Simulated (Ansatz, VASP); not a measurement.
This is a calculation of Nb for Ansatz 0.2.0.

The input input.yaml:

```yaml
crystal:
  lattice:
    - [-1.66395, 1.66395, 1.66395]
    - [1.66395, -1.66395, 1.66395]
    - [1.66395, 1.66395, -1.66395]
  atoms:
    - { symbol: Nb, position: [0.0, 0.0, 0.0] }
kpoints:
  mp_grid: { grid: [11, 11, 11] }
scf:
  occupations: { method: gaussian, width: 0.024 }
hamiltonian:
  xc: pbe
  pseudopotentials: { kind: all_electron, lapw: { basis_error: 0.001 } }
output:
  forces: true
  stress: true
  eigenvalues: true
```

Potentials or basis: all-electron LAPW, scalar-relativistic.

Run with:

```sh
$ ansatz run input.yaml --threads 1 --pin off --max-ram 3072MiB --backend cpu --events-out ev --progress --plain --runs-dir out
```

Task: Set up the same calculation for VASP 6.6.1. Potentials there: VASP PAW PBE potentials, release 64 (Nb_sv).

Result: As run (the cutoff follows the program's own potentials):

INCAR

```
PREC = Accurate
ENCUT = 500
EDIFF = 1E-6
ISMEAR = 0
SIGMA = 0.024
LREAL = False
LASPH = True
NELM = 120
ALGO = Normal
ISIF = 2
LWAVE = False
LCHARG = True
GGA = PE
LELF = True
LVHAR = True
NBANDS = 12
GGA_COMPAT = False
```

File KPOINTS:

```
Automatic mesh
0
Gamma
  11 11 11
```

Contents of POSCAR:

```
Nb
1.0
   -1.6639500000      1.6639500000      1.6639500000
    1.6639500000     -1.6639500000      1.6639500000
    1.6639500000      1.6639500000     -1.6639500000
Nb
1
Direct
    0.0000000000      0.0000000000      0.0000000000
```

Potentials or basis: VASP PAW PBE potentials, release 64 (Nb_sv).

The run is started by

```sh
$ cat potpaw_PBE.64/Nb_sv/POTCAR > POTCAR
$ mpirun -np 1 vasp_std > vasp.out
```

Both were run:

|  | VASP | Ansatz | Ansatz less VASP |
| --- | --- | --- | --- |
| gap on the k mesh at the Fermi level (eV) | none | none | - |
| pressure (GPa) | -2.1 | -1.7 | +0.38 |

A gap of «none» marks a metal or a gap that the smearing closes. Ansatz ran all-electron here, and VASP with PAW potentials.
